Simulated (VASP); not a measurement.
Wanted: the native input for a VASP 6.6.1 run.

```yaml
Task: single point
Functional: PBE
Potentials_or_basis: VASP PAW PBE potentials, release 64 (Ta_pv, N)
Cutoff: 520 eV
k_mesh: 1 × 1 × 16
Occupations: gaussian, width 0.05 eV
Spin: collinear spin, ferromagnetic start
Starting_moments: "[1.5, 0.5] μB"
Dipole_correction: no
Further_INCAR_settings: ALGO = Normal; EDIFF = 1e-06; NBANDS = 19
```

The structure of TaN lies in POSCAR:

```
TaN
1.0
    9.0000000000      0.0000000000      0.0000000000
    0.0000000000      9.3000000000      0.0000000000
    0.0000000000      0.0000000000      3.9007748813
Ta N
1 1
Direct
    0.5000000000      0.5000000000      0.0000000000
    0.5000000000      0.5000000000      0.5000000000
```

These files were run (other wordings do the same):

INCAR

```
SYSTEM = TaN
  PREC = Accurate
  ENCUT = 520
  EDIFF = 1E-6
  ISMEAR = 0
  SIGMA = 0.05
  LREAL = .False.
  LASPH = .True.
  NELM = 150
  ALGO = Normal
  ISIF = 2
  LWAVE = .False.
  LCHARG = .False.
  ISPIN = 2
  MAGMOM = 1.5 0.5
  LORBIT = 11
  LMAXMIX = 4
  GGA = PE
  NBANDS = 19
```

KPOINTS

```
regular mesh
0
Gamma
  1 1 16
  0 0 0
```

Potentials or basis: VASP PAW PBE potentials, release 64 (Ta_pv, N).

Command:

```sh
$ cat potpaw_PBE.64/Ta_pv/POTCAR potpaw_PBE.64/N/POTCAR > POTCAR
$ mpirun -np 1 vasp_std > vasp.out
```

It gave:

```yaml
Band_gap_on_the_k_mesh: 0.26 eV, direct
Net_moment: 2.00 μB per cell
Site_moments: Ta +1.18; N -0.09 μB
Valence_electrons_inside_the_program's_atomic_spheres: Ta 8.70; N 3.72
```

Caveat: spin-orbit coupling is left out, which moves the levels of the heavy elements.

It took 100 s on 1 thread of Intel(R) Xeon(R) 6975P-C (Granite Rapids), with other jobs on the host, peak memory 0.52 GiB.
